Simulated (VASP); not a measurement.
## SiC (Moissanite 6H): single point with PBE exchange alone

The system is SiC (Moissanite 6H).

```xyz
12
Lattice="3.1155 0.0000 0.0000 -1.5577 2.6981 0.0000 0.0000 0.0000 15.2705" Properties=species:S:1:pos:R:3 pbc="T T T"
Si    1.5577    0.8994    6.9985
Si    0.0000    1.7987   14.6337
Si    1.5577    0.8994   12.0896
Si    0.0000    1.7987    4.4544
Si    0.0000    0.0000    9.5440
Si    0.0000    0.0000    1.9088
C     1.5577    0.8994    5.0896
C     0.0000    1.7987   12.7249
C     1.5577    0.8994   10.1808
C     0.0000    1.7987    2.5456
C     0.0000    0.0000    7.6352
C     0.0000    0.0000    0.0000
```

* Program: VASP 6.6.1
* Task: single point
* Functional: PBE exchange alone
* Potentials or basis: VASP PAW PBE potentials, release 64 (Si, C)
* Cutoff: 520 eV
* k mesh: 10 × 10 × 2
* Occupations: fermi-dirac, width 0.05 eV
* Spin: no spin polarisation

The pressure is 12.4 GPa. The largest force is 0.137 eV/Å and the band gap on the k mesh is 2.33 eV, indirect (least direct gap 3.41 eV).

Forces in eV/Å, atoms in the order of the input:
```
Si   0.000  0.000  0.035
Si   0.000  0.000  0.035
Si   0.000  0.000  0.019
Si   0.000  0.000  0.019
Si   0.000  0.000  0.047
Si   0.000  0.000  0.047
C    0.000  0.000 -0.011
C    0.000  0.000 -0.011
C    0.000  0.000  0.048
C    0.000  0.000  0.048
C    0.000  0.000 -0.137
C    0.000  0.000 -0.137
```

Stress tensor (GPa, compression positive):
```
12.11  0.00  0.00
 0.00 12.11  0.00
 0.00  0.00 13.01
```

Levels at points of the mesh, in eV from the valence-band top:
```tsv
k point	band 21	band 22	band 23	band 24	band 25	band 26	band 27	band 28
(0.00, 0.00, 0.00)	-0.29	-0.04	0.00	0.00	5.04	5.22	5.61	6.12
(0.50, 0.00, 0.00)	-1.76	-1.73	-1.60	-1.08	2.33	2.50	3.43	4.09
(0.00, 0.00, 0.50)	-0.09	-0.09	-0.09	-0.09	5.11	5.11	5.84	5.84
(0.50, 0.00, 0.50)	-1.67	-1.67	-1.28	-1.28	2.37	2.37	3.65	3.65
```

Wall time 75 s on 1 thread of AMD EPYC 9R45 96-Core Processor (Zen 5), with other jobs on the host, peak memory 0.25 GiB.

A k mesh can miss the band edges.
